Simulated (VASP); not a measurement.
Here is a VASP 6.6.1 calculation.

Contents of INCAR:

```
SYSTEM = Ag
PREC = Accurate
ENCUT = 520
EDIFF = 1E-7
ISMEAR = -1
SIGMA = 0.05
LREAL = .False.
LASPH = .True.
NELM = 80
ALGO = Normal
ISIF = 2
LWAVE = .False.
LCHARG = .False.
GGA = PE
NBANDS = 18
```

KPOINTS

```
regular mesh
0
Gamma
  12 12 12
  0 0 0
```

The input POSCAR:

```
Ag
1.0
    0.0000000000      2.8629702045      2.8629702045
    2.8629702045      0.0000000000      2.8629702045
    2.8629702045      2.8629702045      0.0000000000
Ag
2
Direct
   -0.1250000000     -0.1250000000     -0.1250000000
    0.1250000000      0.1250000000      0.1250000000
```

Potentials or basis: VASP PAW PBE potentials, release 64 (Ag).

Command:

```sh
$ cat potpaw_PBE.64/Ag/POTCAR > POTCAR
$ mpirun -np 1 vasp_std > vasp.out
```

(1) Estimate the pressure.

(2) Estimate the band gap on the k mesh.

Results:

(1) 14.8 GPa.

(2) zero (band 11 reaches 5.50 eV, above the bottom of band 12 at 4.11 eV).
